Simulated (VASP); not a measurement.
## TiO2: single point with PBE+U

The system is TiO2.

```xyz
6
Lattice="-1.9089 1.9089 4.8884 1.9089 -1.9089 4.8884 1.9089 1.9089 -4.8884" Properties=species:S:1:pos:R:3 pbc="T T T"
Ti    0.0000    0.0000    0.0000
Ti    0.0000    1.9089    2.4442
O     0.0462    0.0462    2.0531
O     0.0000    1.9089    4.4511
O     0.0000    1.9089    0.4372
O     0.0000    0.0000    7.7698
```

This cell differs from its parent crystal: atom 3 (O) moved +0.080 Å along Cartesian [1 1 1].

* Program: VASP 6.6.1
* Task: single point
* Functional: PBE
* Potentials or basis: VASP PAW PBE potentials, release 64 (Ti_sv, O)
* Cutoff: 520 eV
* k mesh: 8 × 8 × 8
* Occupations: gaussian, width 0.05 eV
* Spin: no spin polarisation
* Hubbard terms: Ti d U = 4.0 eV

The pressure is 3.9 GPa, the largest force is 0.944 eV/Å and the band gap on the k mesh is 2.64 eV (least direct gap 2.95 eV).

Forces in eV/Å, atoms in the order of the input:
```
Ti   0.042  0.043  0.060
Ti   0.023  0.312  0.129
O   -0.165 -0.835 -0.408
O    0.017  0.022  0.287
O   -0.057  0.316 -0.064
O    0.140  0.142 -0.005
```

Stress tensor (GPa, compression positive):
```
 4.62 -0.03  0.14
-0.03  4.95 -0.67
 0.14 -0.67  2.02
```

Levels at points of the mesh, in eV from the valence-band top:
| k point | band 20 | band 21 | band 22 | band 23 | band 24 | band 25 | band 26 | band 27 | band 28 | band 29 |
| --- | --- | --- | --- | --- | --- | --- | --- | --- | --- | --- |
| (0.00, 0.00, 0.00) | -0.88 | -0.79 | -0.75 | -0.42 | -0.39 | 2.64 | 3.31 | 4.27 | 4.30 | 4.39 |
| (0.50, 0.00, 0.00) | -1.88 | -1.77 | -0.90 | -0.84 | -0.72 | 3.68 | 3.83 | 3.94 | 4.04 | 4.55 |
| (0.00, 0.50, 0.00) | -1.87 | -1.75 | -0.95 | -0.87 | -0.69 | 3.61 | 3.80 | 3.92 | 3.96 | 4.60 |
| (0.00, 0.50, 0.50) | -1.89 | -1.71 | -0.90 | -0.84 | -0.65 | 3.66 | 3.80 | 3.94 | 4.07 | 4.61 |
| (0.50, 0.00, 0.50) | -1.90 | -1.73 | -0.96 | -0.86 | -0.66 | 3.65 | 3.77 | 3.84 | 3.96 | 4.56 |
| (0.50, 0.50, 0.00) | -2.40 | -1.95 | -1.94 | -0.08 | 0.00 | 3.61 | 3.73 | 4.01 | 4.18 | 5.11 |
| (0.00, 0.00, 0.50) | -2.43 | -2.00 | -1.88 | -0.08 | 0.00 | 3.62 | 3.72 | 4.01 | 4.18 | 5.11 |
| (0.50, 0.50, 0.50) | -1.39 | -1.26 | -1.25 | -0.13 | -0.12 | 2.91 | 3.02 | 4.16 | 4.17 | 4.50 |

Eigenvalues of the final occupation matrices:
| site | spin | trace | eigenvalues |
| --- | --- | --- | --- |
| site 1 d | 1 | 0.79 | 0.10 0.10 0.10 0.24 0.25 |
| site 1 d | 2 | 0.79 | 0.10 0.10 0.10 0.24 0.25 |
| site 2 d | 1 | 0.80 | 0.10 0.10 0.11 0.24 0.25 |
| site 2 d | 2 | 0.80 | 0.10 0.10 0.11 0.24 0.25 |

Wall time 13 min on 1 thread of AMD EPYC 9R45 96-Core Processor (Zen 5), on a shared host, peak memory 0.57 GiB.

Caveat: the cell differs from its parent crystal (atom 3 (O) moved +0.080 Å along Cartesian [1 1 1]); the cell stands under pressure. A k mesh can miss the band edges.
